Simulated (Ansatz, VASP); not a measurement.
# Ce in VASP and in Ansatz

```
CELL_PARAMETERS angstrom
0.00000 2.35169 2.35169
2.35169 0.00000 2.35169
2.35169 2.35169 0.00000
ATOMIC_POSITIONS crystal
Ce 0.00000 0.00000 0.00000
```

Change from the starting cell: volume scaled by 1.02, PAW files.

Alike in both runs: task electric field gradients; functional r2SCAN; k mesh 15 × 15 × 15; occupations fermi-dirac, width 0.08 eV; no spin polarisation.

|  | VASP | Ansatz |
| --- | --- | --- |
| version | VASP 6.6.1 | Ansatz 0.2.0 |
| potentials or method | VASP PAW PBE potentials, release 64 (Ce) | PAW with Ansatz's default frozen-core files, scalar-relativistic |
| plane-wave cutoff (eV) | 520 | 500 |
| valence electrons in the cell | 12 | 12 |

|  | VASP | Ansatz | Ansatz less VASP |
| --- | --- | --- | --- |
| pressure (GPa) | -1.2 | -0.9 | +0.25 |

VASP's potentials were made for PBE, not for r2SCAN.

Neither program's run includes spin-orbit coupling.
